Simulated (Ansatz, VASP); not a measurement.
# Cs4I in VASP and in Ansatz

```
CELL_PARAMETERS angstrom
7.98763 0.00000 0.00000
0.00000 7.98763 0.00000
0.00000 0.00000 7.98763
ATOMIC_POSITIONS crystal
Cs 0.50000 0.50000 0.50000
Cs 0.50000 0.00000 0.00000
Cs 0.00000 0.50000 0.00000
Cs 0.00000 0.00000 0.50000
I 0.00000 0.00000 0.00000
```

Alike in both runs: task single point; functional PBE; k mesh 6 × 6 × 6; occupations gaussian, width 0.1 eV; no spin polarisation.

|  | VASP | Ansatz |
| --- | --- | --- |
| version | VASP 6.6.1 | Ansatz 0.2.0 |
| potentials or method | VASP PAW PBE potentials, release 64 (Cs_sv, I), cutoff 520 eV | scalar-relativistic, plane waves, PAW |
| valence electrons in the cell | 43 | 53 |

```tsv
	VASP	Ansatz	Ansatz less VASP
gap on the k mesh at the Fermi level (eV)	none	none	-
pressure (GPa)	-0.2	-0.2	0.00
```

A gap of «none» marks a metal or a gap that the smearing closes. VASP's potentials hold 43 valence electrons a cell and Ansatz's 53, so a difference there can come from the potentials and not from the codes.

Neither program's run includes spin-orbit coupling.
